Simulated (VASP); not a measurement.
The system is MgB3.

```
Mg B
1.0
     3.51969    0.00000    0.00000
    -1.75984    3.04814    0.00000
     0.00000    0.00000    3.71466
Mg B
1 3
Direct
  0.00000 0.00000 0.00000
  0.00000 0.00000 0.50000
  0.33333 0.66667 0.00000
  0.66667 0.33333 0.00000
```

| Property | Result |
| --- | --- |
| Program | VASP 6.6.1 |
| Task | relaxation of cell and atoms |
| Functional | PBE |
| Potentials or basis | VASP PAW PBE potentials, release 64 (Mg, B) |
| Cutoff | 600 eV |
| k mesh | 6 × 6 × 6 |
| Occupations | gaussian, width 0.1 eV |
| Spin | no spin polarisation |

At the start: pressure 42.6 GPa; volume 9.96 Å³/atom.

Task: How do energy, volume and symmetry change on relaxing?

Result: Over 7 steps the energy falls by 563.9 meV/atom and the volume is 13.78 Å³/atom (+38.3 %); space group P6/mmm (No. 191, to 0.05 Å).

Step by step:
| step | energy change (eV) | largest force (eV/Å) | pressure (GPa) | volume (Å³) |
| --- | --- | --- | --- | --- |
| 1 | 0.0000 | 0.0000 | 42.64 | 39.85 |
| 2 | -2.2219 | 0.0000 | -2.58 | 56.69 |
| 3 | -2.2239 | 0.0000 | -1.64 | 55.80 |
| 4 | -2.2239 | 0.0000 | -2.02 | 56.15 |
| 5 | -2.2543 | 0.0000 | 0.31 | 54.93 |
| 6 | -2.2545 | 0.0000 | 0.49 | 54.85 |
| 7 | -2.2554 | 0.0000 | 0.18 | 55.14 |

Final structure:
```xyz
4
Lattice="3.6820 0.0000 0.0000 -1.8410 3.1887 0.0000 0.0000 0.0000 4.6962" Properties=species:S:1:pos:R:3 pbc="T T T"
Mg    0.0000    0.0000    4.6962
B     0.0000    0.0000    2.3481
B     0.0000    2.1258    4.6962
B     1.8410    1.0629    0.0000
```

Caveat: the volume moved by over 15 % at a fixed basis, so the end points are rough.
